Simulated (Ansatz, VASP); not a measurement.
# Two plane-wave programs on K

```xyz
1
Lattice="-2.6699 2.6699 2.6699 2.6699 -2.6699 2.6699 2.6699 2.6699 -2.6699" Properties=species:S:1:pos:R:3 pbc="T T T"
K     0.0000    0.0000    0.0000
```

Alike in both runs: task single point; functional r2SCAN; k mesh 2 × 2 × 2; occupations fermi-dirac, width 0.1 eV; no spin polarisation.

|  | VASP | Ansatz |
| --- | --- | --- |
| version | VASP 6.6.1 | Ansatz 0.2.0 |
| potentials or method | VASP PAW PBE potentials, release 64 (K_sv), cutoff 520 eV | plane waves (500 eV) with PAW, scalar-relativistic |
| valence electrons in the cell | 9 | 9 |

Ansatz gave:

```
pressure (GPa) : 0.6
```

**Question.** Which values does VASP return?

**Answer.** Pressure (GPa): 0.5.

VASP's potentials were made for PBE, not for r2SCAN.

The k mesh is coarse, so the values compare programs but aren't converged.
